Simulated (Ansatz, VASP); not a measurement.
One calculation of ZrB2, two programs

```
Zr B
1.0
     3.17122    0.00000    0.00000
    -1.58561    2.74636    0.00000
     0.00000    0.00000    3.54193
Zr B
1 2
Cartesian
  0.0000 0.0000 0.0000
  0.0000 1.8309 1.7710
  1.5856 0.9155 1.7710
```

Alike in both runs: task single point; functional PBE; k mesh 12 × 12 × 10; occupations gaussian, width 0.05 eV; non-collinear spin, spin-orbit coupling.

```csv
,VASP,Ansatz
version,VASP 6.6.1,Ansatz 0.2.0
potentials or method,"VASP PAW PBE potentials, release 64 (Zr_sv, B), cutoff 520 eV","plane waves, PAW"
valence electrons in the cell,18,18
```

|  | VASP | Ansatz | Ansatz less VASP |
| --- | --- | --- | --- |
| pressure (GPa) | 0.1 | 0.0 | -0.14 |
| traceless stress, the component that is largest in VASP (GPa) | 0.16 | 0.10 | -0.056 |
| net moment per atom (μB) | 0.00 | 0.00 | 0.000 |

The functional is the same, so the differences come from potentials, cutoffs and numerics.
